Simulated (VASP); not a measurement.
# In (Pm-3n) in VASP: further runs, part 2 of 2

VASP 6.6.1. Earlier steps stand in the parts before.

## (3) Single point, BLYP

Input file INCAR:

```
AGGAC = 1.0
AGGAX = 1.0
ALDAC = 0.0
ALDAX = 1.0
ALGO = Normal
EDIFF = 1E-6
ENCUT = 520
GGA = B5
ISIF = 2
ISMEAR = -1
LASPH = T
LCHARG = T
LELF = T
LREAL = F
LVHAR = T
LWAVE = F
NBANDS = 62
NELM = 60
PREC = Accurate
SIGMA = 0.1
```

Input file KPOINTS:

```
k-points
0
Gamma
  6 6 6
```

Input file POSCAR:

```
In
1.0
    6.3429812514      0.0000000000      0.0000000000
    0.0000000000      6.3429812514      0.0000000000
    0.0000000000      0.0000000000      6.3429812514
In
8
Direct
    0.0000000000      0.0000000000      1.0000000000
    0.5000000000      0.5000000000      0.5000000000
    0.2500000000      1.0000000000      0.5000000000
    0.7500000000      1.0000000000      0.5000000000
    0.5000000000      0.2500000000      1.0000000000
    0.5000000000      0.7500000000      0.0000000000
    1.0000000000      0.5000000000      0.2500000000
    1.0000000000      0.5000000000      0.7500000000
```

Potentials or basis: VASP PAW PBE potentials, release 64 (In_d).

Command:

```bash
cat potpaw_PBE.64/In_d/POTCAR > POTCAR
mpirun -np 1 vasp_std > vasp.out
```

OUTCAR:

```text
EDIFF = 1E-6
   ENCUT = 520
   GGA = B5
   ISIF = 2
   ISMEAR = -1
   LASPH = T
   LREAL = F
   NELM = 60
   PREC = Accurate

 ion  position               nearest neighbor table
   1  0.000  0.000  0.000-   3 3.55   4 3.55   5 3.55   6 3.55   7 3.55   8 3.55   3 3.55   4 3.55
                             7 3.55   8 3.55   5 3.55   6 3.55
   2  0.500  0.500  0.500-   3 3.55   4 3.55   5 3.55   6 3.55   7 3.55   8 3.55   5 3.55   6 3.55
                             3 3.55   4 3.55   7 3.55   8 3.55
   3  0.250  0.000  0.500-   4 3.17   4 3.17   1 3.55   1 3.55   2 3.55   2 3.55   5 3.88   6 3.88
                             6 3.88   5 3.88   8 3.88   7 3.88   8 3.88   7 3.88
   4  0.750  0.000  0.500-   3 3.17   3 3.17   1 3.55   1 3.55   2 3.55   2 3.55   5 3.88   6 3.88
                             6 3.88   5 3.88   8 3.88   7 3.88   8 3.88   7 3.88
   5  0.500  0.250  0.000-   6 3.17   6 3.17   1 3.55   2 3.55   2 3.55   1 3.55   3 3.88   4 3.88
                             3 3.88   4 3.88   8 3.88   7 3.88   7 3.88   8 3.88
   6  0.500  0.750  0.000-   5 3.17   5 3.17   1 3.55   2 3.55   2 3.55   1 3.55   3 3.88   4 3.88
                             3 3.88   4 3.88   8 3.88   7 3.88   7 3.88   8 3.88
[... 208 lines left out ...]
      3      -8.7860      2.00000
      4      -8.6628      2.00000
      5      -8.6628      2.00000
      6      -8.6628      2.00000
[... 1289 lines left out ...]
     61       9.2772      0.00000
     62       9.2772      0.00000

------------------------ aborting loop because EDIFF is reached ----------------------------------------

  FORCE on cell =-STRESS in cart. coord.  units (eV):
  Direction    XX          YY          ZZ          XY          YZ          ZX
  --------------------------------------------------------------------------------------
  -------------------------------------------------------------------------------------
  Total       -0.0524000     -0.0524000     -0.0524000     -0.0000000      0.0000000      0.0000000
  in kB       -0.3289741     -0.3289741     -0.3289741     -0.0000000      0.0000000      0.0000000
  external PRESSURE =      -0.3289741 kB  Pullay stress =       0.0000000 kB

 VOLUME and BASIS-vectors are now :
 -----------------------------------------------------------------------------
  energy-cutoff  :      520.00
  volume of cell :      255.20
      direct lattice vectors                 reciprocal lattice vectors
     6.342981251  0.000000000  0.000000000     0.157654573  0.000000000  0.000000000
     0.000000000  6.342981251  0.000000000     0.000000000  0.157654573  0.000000000
     0.000000000  0.000000000  6.342981251     0.000000000  0.000000000  0.157654573

 POSITION                                       TOTAL-FORCE (eV/Angst)
 -----------------------------------------------------------------------------------
      0.00000      0.00000      0.00000         0.000000      0.000000     -0.000000
      3.17149      3.17149      3.17149         0.000000      0.000000     -0.000000
      1.58575      0.00000      3.17149         0.000000     -0.000000      0.000000
      4.75724      0.00000      3.17149        -0.000000     -0.000000     -0.000000
      3.17149      1.58575      0.00000        -0.000000     -0.000000     -0.000000
      3.17149      4.75724      0.00000         0.000000      0.000000      0.000000
      0.00000      3.17149      1.58575        -0.000000      0.000000     -0.000000
      0.00000      3.17149      4.75724         0.000000     -0.000000      0.000000
 -----------------------------------------------------------------------------------
    total drift:                                0.000000     -0.000000      0.000000

  FREE ENERGIE OF THE ION-ELECTRON SYSTEM (eV)
  ---------------------------------------------------
  free  energy   TOTEN  =       -14.7939703763 eV

  energy  without entropy=      -14.6170069814  energy(sigma->0) =      -14.70548868
```

It took 6.8 min on 1 thread of AMD EPYC 7R13, shared host; peak memory 0.41 GiB.

Results:

```yaml
Free_energy: -14.7940 eV
Pressure: 0.0 GPa
Band_gap_on_the_k_mesh: zero (bands 52 and 53 overlap by 2.47 eV)
```

Levels at points of the mesh, in eV from the Fermi level:
```csv
k point,band 50,band 51,band 52,band 53,band 54,band 55
"(0.00, 0.00, 0.00)",-0.86,-0.72,-0.72,-0.72,0.34,0.34
"(0.50, 0.00, 0.00)",-2.03,-0.40,-0.40,0.23,0.23,1.19
"(0.50, 0.50, 0.00)",-1.24,-1.24,-0.62,1.32,1.42,1.93
"(0.50, 0.50, 0.50)",1.76,1.76,1.76,1.76,1.76,2.19
```

Caveat: the PAW data sets were made with another functional, which shifts forces and pressure a little; spin-orbit coupling is left out, which moves the levels of the heavy elements.

## (4) Relaxation of cell and atoms, BLYP

This run uses another cell than the first one, of 26.14 Å³/atom.

Input file INCAR:

```
SYSTEM = In
  PREC = Accurate
  ENCUT = 600
  EDIFF = 1E-6
  ISMEAR = -1
  SIGMA = 0.1
  LREAL = .FALSE.
  LASPH = .TRUE.
  NELM = 100
  ALGO = Normal
  ISIF = 3
  LWAVE = .FALSE.
  LCHARG = .FALSE.
  GGA = B5
  ALDAX = 1.0
  AGGAX = 1.0
  AGGAC = 1.0
  ALDAC = 0.0
  IBRION = 2
  NSW = 80
  EDIFFG = -0.01
```

Input file KPOINTS:

```
Automatic mesh
0
G
  5 5 5
  0 0 0
```

Input file POSCAR:

```
In
1.0
    5.9358781157      0.0000000000      0.0000000000
    0.0000000000      5.9358781157      0.0000000000
    0.0000000000      0.0000000000      5.9358781157
In
8
Direct
    0.0000000000      0.0000000000      0.0000000000
    0.5000000000      0.5000000000      0.5000000000
    0.2500000000      0.0000000000      0.5000000000
    0.7500000000      0.0000000000      0.5000000000
    0.5000000000      0.2500000000      0.0000000000
    0.5000000000      0.7500000000      0.0000000000
    0.0000000000      0.5000000000      0.2500000000
    0.0000000000      0.5000000000      0.7500000000
```

Command:

```bash
cat potpaw_PBE.64/In_d/POTCAR > POTCAR
mpirun -np 1 vasp_std > vasp.out
```

It took 11 min on 1 thread of Intel Xeon 6975P-C (Granite Rapids), shared host; peak memory 0.38 GiB.

Results (log left out):

| Item | Value |
| --- | --- |
| Free energy | -14.8314 eV |
| Relaxed volume | 31.88 Å³/atom |
| Relaxed cell | a = 6.341 Å, b = 6.341 Å, c = 6.341 Å, α = 90.00°, β = 90.00°, γ = 90.00° |
| Space group after relaxing (to 0.1 Å) | Pm-3n (No. 223) |
| Energy gained by relaxing | 108.0 meV/atom |
| Ionic steps | 4 |
| Pressure after relaxing | 0.0 GPa |
| Band gap on the k mesh | zero (bands 52 and 53 overlap by 2.05 eV) |

Step by step:
| step | energy change (eV) | largest force (eV/Å) | pressure (GPa) | volume (Å³) |
| --- | --- | --- | --- | --- |
| 1 | 0.0000 | 0.0000 | 7.40 | 209.15 |
| 2 | -0.8490 | 0.0000 | 0.68 | 247.85 |
| 3 | -0.8630 | 0.0000 | -0.14 | 256.51 |
| 4 | -0.8636 | 0.0000 | -0.01 | 255.00 |

Final structure:
```xyz
8
Lattice="6.3413 0.0000 0.0000 0.0000 6.3413 0.0000 0.0000 0.0000 6.3413" Properties=species:S:1:pos:R:3 pbc="T T T"
In    0.0000    0.0000    0.0000
In    3.1707    3.1707    3.1707
In    1.5853    0.0000    3.1707
In    4.7560    0.0000    3.1707
In    3.1707    1.5853    0.0000
In    3.1707    4.7560    0.0000
In    0.0000    3.1707    1.5853
In    0.0000    3.1707    4.7560
```

Levels at points of the mesh, in eV from the Fermi level:
```tsv
k point	band 48	band 49	band 50	band 51	band 52	band 53	band 54	band 55	band 56	band 57
(0.00, 0.00, 0.00)	-2.38	-0.97	-0.97	-0.82	-0.82	-0.82	0.23	0.23	0.23	1.25
```

Caveat: the volume moved by over 15 % at a fixed basis, so the end points are rough; the PAW data sets were made with another functional, which shifts forces and pressure a little; spin-orbit coupling is left out, which moves the levels of the heavy elements.

## (5) Summary

```csv
task,cell,k mesh,cutoff (eV),gap on the mesh (eV),pressure (GPa)
single point,"a = 6.343 Å, 8 atoms",5 × 5 × 5,520,none,-0.1
single point,"a = 6.343 Å, 8 atoms",6 × 6 × 6,520,none,0.0
relaxation of cell and atoms,"relaxed from a = 5.936 Å, 8 atoms",5 × 5 × 5,600,none,0.0
```

Alike in all rows: level BLYP; potentials or basis VASP PAW PBE potentials, release 64 (In_d); no spin polarisation; smearing fermi-dirac 0.1 eV.

Caveats: the PAW data sets were made with another functional, which shifts forces and pressure a little; spin-orbit coupling is left out, which moves the levels of the heavy elements; the volume moved by over 15 % at a fixed basis, so the end points are rough (at least some runs).

Absolute energies hang on the potentials; compare differences alone.
